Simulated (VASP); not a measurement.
# Ge7I (P-43m) in VASP: notebook, part 2 of 2

VASP 6.6.1.

## 5. Relaxation of cell and atoms, PBE

This run uses another cell than the first one, of 29.31 Å³/atom.

INCAR

```
SYSTEM = Ge7I
ALGO     = Normal         ! electronic algorithm
EDIFF    = 1E-6           ! SCF threshold, eV
EDIFFG   = -0.04          ! ionic threshold
ENCUT    = 600            ! plane-wave cutoff, eV
GGA      = PE             ! functional
IBRION   = 2              ! ionic algorithm
ISIF     = 3              ! what is computed and relaxed
ISMEAR   = 0              ! smearing method
LASPH    = .TRUE.         ! aspherical terms in the spheres
LCHARG   = .FALSE.        ! write CHGCAR
LREAL    = .FALSE.        ! projectors in reciprocal space
LWAVE    = .FALSE.        ! write WAVECAR
NELM     = 100            ! most SCF steps
NSW      = 90             ! ionic steps
PREC     = Accurate       ! precision mode
SIGMA    = 0.1            ! smearing width, eV
```

KPOINTS

```
k-points
0
G
  4 4 4
  0 0 0
```

POSCAR

```
Ge7I
1.0
    6.1663592500      0.0000000000      0.0000000000
    0.0000000000      6.1663592500      0.0000000000
    0.0000000000      0.0000000000      6.1663592500
Ge I
7 1
Direct
    0.2526152100      0.2526152100      0.2526152100
    0.0000000000      0.5000000000      0.5000000000
    0.5000000000      0.5000000000      0.0000000000
    0.5000000000      0.0000000000      0.5000000000
    0.7473847900      0.2526152100      0.7473847900
    0.7473847900      0.7473847900      0.2526152100
    0.2526152100      0.7473847900      0.7473847900
    0.0000000000      0.0000000000      0.0000000000
```

Potentials or basis: VASP PAW PBE potentials, release 64 (Ge_d, I).

On the command line:

```
$ cat potpaw_PBE.64/Ge_d/POTCAR potpaw_PBE.64/I/POTCAR > POTCAR
$ mpirun -np 1 vasp_std > vasp.out
```

OUTCAR:

```text
SYSTEM = Ge7I
   EDIFF = 1E-6
   EDIFFG = -0.04
   ENCUT = 600
   GGA = PE
   IBRION = 2
   ISIF = 3
   ISMEAR = 0
   LASPH = .TRUE.
   LREAL = .FALSE.
   NELM = 100
   NSW = 90
   PREC = Accurate

 ion  position               nearest neighbor table
   1  0.253  0.253  0.253-   2 2.66   3 2.66   4 2.66   8 2.70
   2  0.000  0.500  0.500-   1 2.66   5 2.66   6 2.66   7 2.66
   3  0.500  0.500  0.000-   1 2.66   5 2.66   6 2.66   7 2.66
   4  0.500  0.000  0.500-   1 2.66   5 2.66   6 2.66   7 2.66
   5  0.747  0.253  0.747-   2 2.66   3 2.66   4 2.66   8 2.70
   6  0.747  0.747  0.253-   2 2.66   3 2.66   4 2.66   8 2.70
   7  0.253  0.747  0.747-   2 2.66   3 2.66   4 2.66   8 2.70
   8  0.000  0.000  0.000-   1 2.70   5 2.70   6 2.70   7 2.70

  LATTYP: Found a simple cubic cell.
 ALAT       =     6.1663592500

  Lattice vectors:

 A1 = (   6.1663592500,   0.0000000000,   0.0000000000)
 A2 = (   0.0000000000,   6.1663592500,   0.0000000000)
 A3 = (   0.0000000000,   0.0000000000,   6.1663592500)

Analysis of symmetry for initial positions (statically):
=====================================================================
 Subroutine PRICEL returns:
 Original cell was already a primitive cell.

 Routine SETGRP: Setting up the symmetry group for a
 simple cubic supercell.

 Subroutine GETGRP returns: Found 24 space group operations
[... 155 lines left out ...]

 number of electron     105.0000002 magnetization

 Free energy of the ion-electron system (eV)
  ---------------------------------------------------
  ext. energy  EPLUGINS =         0.00000000
  ---------------------------------------------------
  free energy    TOTEN  =       -29.93629244 eV

  energy without entropy =      -29.91555623  energy(sigma->0) =      -29.92592433

------------------------ aborting loop because EDIFF is reached ----------------------------------------

  FORCE on cell =-STRESS in cart. coord.  units (eV):
  Direction    XX          YY          ZZ          XY          YZ          ZX
  --------------------------------------------------------------------------------------
  -------------------------------------------------------------------------------------
  Total       -0.1495034     -0.1495034     -0.1495034     -0.0000000     -0.0000000      0.0000000
  in kB       -1.0215869     -1.0215869     -1.0215869     -0.0000000     -0.0000000      0.0000000
  external PRESSURE =      -1.0215869 kB  Pullay stress =       0.0000000 kB
[... 323 lines left out ...]
--------------------------------------- Ionic step        9  -------------------------------------------

 number of electron     105.0000106 magnetization

 Free energy of the ion-electron system (eV)
  ---------------------------------------------------
  ext. energy  EPLUGINS =         0.00000000
  ---------------------------------------------------
  free energy    TOTEN  =       -31.48285913 eV

  energy without entropy =      -31.47563322  energy(sigma->0) =      -31.47924618

 E-fermi :   3.9171     XC(G=0):  -8.9784

 val. band max:        3.6978759652   @ k =   0.5000   0.2500   0.0000
 cond. band min:       3.9884067971   @ k =   0.5000   0.2500   0.2500
 fundamental gap:      0.2905308318
 Fermi energy:         3.9170987863

 k-point     1 :       0.0000    0.0000    0.0000
  band No.  band energies     occupation
      1     -21.1142      2.00000
      2     -21.1142      2.00000
      3     -21.1142      2.00000
      4     -21.1130      2.00000
      5     -21.1130      2.00000
      6     -21.1130      2.00000
[... 684 lines left out ...]
  FREE ENERGIE OF THE ION-ELECTRON SYSTEM (eV)
  ---------------------------------------------------
  free  energy   TOTEN  =       -31.4828591328 eV

  energy  without entropy=      -31.4756332248  energy(sigma->0) =      -31.47924618

 reached required accuracy - stopping structural energy minimisation
```

OSZICAR:

```text
N       E                     dE             d eps       ncg     rms          rms(c)
DAV:   1     0.137846718091E+04    0.13785E+04   -0.52413E+04  1549   0.427E+03
DAV:   2     0.242963017688E+03   -0.11355E+04   -0.11005E+04  1260   0.123E+03
DAV:   3    -0.503529782960E+01   -0.24800E+03   -0.24123E+03  1363   0.270E+02
[... 114 lines left out ...]
DAV:   7    -0.314828736709E+02   -0.30980E-04   -0.37585E-04  1387   0.186E-01    0.232E-02
DAV:   8    -0.314828586606E+02    0.15010E-04   -0.43991E-05  1633   0.368E-01    0.105E-02
DAV:   9    -0.314828591633E+02   -0.50264E-06   -0.36059E-05  1398   0.129E-01    0.586E-03
DAV:  10    -0.314828594061E+02   -0.24284E-06   -0.26496E-05  1180   0.148E-01    0.201E-03
DAV:  11    -0.314828591328E+02    0.27328E-06   -0.44743E-06  1043   0.173E-02
   9 F= -.31482859E+02 E0= -.31479246E+02  d E =-.911618E-02
```

Run time: 32 min. Hardware: 1 thread of AMD EPYC 7R43 (Zen 3), shared host; peak memory 0.42 GiB.

What came out:

```yaml
Free_energy: -31.4829 eV
Relaxed_volume: 28.49 Å³/atom
Relaxed_cell: a = 6.109 Å, b = 6.109 Å, c = 6.109 Å, α = 90.00°, β = 90.00°, γ = 90.00°
Space_group_after_relaxing_to_0.1_Å: P-43m (No. 215)
Energy_gained_by_relaxing: 193.3 meV/atom
Ionic_steps: 9
Pressure_after_relaxing: 0.0 GPa
Largest_force_after_relaxing: 0.003 eV/Å
Band_gap_on_the_k_mesh: zero (an odd number of electrons rules out a gap without spin polarisation)
```

Forces in eV/Å, atoms in the order of the input:
```
Ge  -0.002 -0.002 -0.002
Ge   0.000  0.000  0.000
Ge   0.000  0.000  0.000
Ge   0.000  0.000  0.000
Ge   0.002 -0.002  0.002
Ge   0.002  0.002 -0.002
Ge  -0.002  0.002  0.002
I    0.000  0.000  0.000
```

The path:
```csv
step,energy change (eV),largest force (eV/Å),pressure (GPa),volume (Å³)
1,0.0000,2.0975,-0.10,234.47
2,-0.6890,1.3458,-0.50,233.84
3,-1.4189,0.5921,-0.74,232.69
4,-1.1744,0.6931,-0.17,230.42
5,-1.5002,0.2670,-0.50,231.64
6,-1.5356,0.0717,-0.68,231.96
7,-1.5375,0.0030,-0.70,232.06
8,-1.5432,0.0134,0.39,225.41
9,-1.5466,0.0032,0.00,227.93
```

Final structure:
```
Ge I
1.0
     6.10851    0.00000    0.00000
     0.00000    6.10851    0.00000
     0.00000    0.00000    6.10851
Ge I
7 1
Direct
  0.28895 0.28895 0.28895
  0.00000 0.50000 0.50000
  0.50000 0.50000 0.00000
  0.50000 0.00000 0.50000
  0.71105 0.28895 0.71105
  0.71105 0.71105 0.28895
  0.28895 0.71105 0.71105
  0.00000 0.00000 0.00000
```

Caveat: spin-orbit coupling is left out, which moves the levels of the heavy elements; an odd number of electrons without spin polarisation forces a metal; a magnetic or distorted state may lie lower.

## 6. Overview

| task | cell | k mesh | cutoff (eV) | gap on the mesh (eV) | pressure (GPa) | largest force (eV/Å) |
| --- | --- | --- | --- | --- | --- | --- |
| single point | a = 6.103 Å, 8 atoms, atomic positions A | 4 × 4 × 4 | 520 | none | 0.0 | 0.01 |
| single point | a = 6.166 Å, 8 atoms, atomic positions B | 4 × 4 × 4 | 520 | none | -0.1 | 2.10 |
| single point | a = 6.100 Å, 8 atoms, atomic positions C | 6 × 6 × 6 | 520 | none | -0.1 | 0.01 |
| relaxation of cell and atoms | relaxed from a = 6.166 Å, 8 atoms, atomic positions B | 4 × 4 × 4 | 600 | none | 0.0 | - |

Alike in all rows: level PBE; potentials or basis VASP PAW PBE potentials, release 64 (Ge_d, I); no spin polarisation; smearing gaussian 0.1 eV.

Caveats: spin-orbit coupling is left out, which moves the levels of the heavy elements; an odd number of electrons without spin polarisation forces a metal; a magnetic or distorted state may lie lower.

Absolute energies hang on the potentials; compare differences alone.

The gap in the log of VASP goes by the Fermi energy; the results here count the filled bands.